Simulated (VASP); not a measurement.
Crystal: Si.

```
CELL_PARAMETERS angstrom
0.00000 2.71356 2.71356
2.71356 0.00000 2.71356
2.71356 2.71356 0.00000
ATOMIC_POSITIONS crystal
Si 0.75000 0.75000 0.75000
Si 0.50000 0.50000 0.50000
```

Base run:

- Program: VASP 6.6.1
- Functional: PBE
- Potentials or basis: VASP PAW PBE potentials, release 64 (Si)
- Cutoff: 500 eV
- k mesh: 6 × 6 × 6
- Occupations: gaussian, width 0.02 eV
- Spin: no spin polarisation

Its results: band gap on the k mesh 0.70 eV, indirect (least direct gap 2.56 eV); pressure 2.2 GPa.

**Question.** The run is repeated on the same cell with these changes: k mesh from 6 × 6 × 6 to 8 × 8 × 8. What comes out?

**Answer.** Band gap on the k mesh 0.61 eV, indirect (least direct gap 2.57 eV); pressure 2.1 GPa.

A k mesh can miss the band edges.
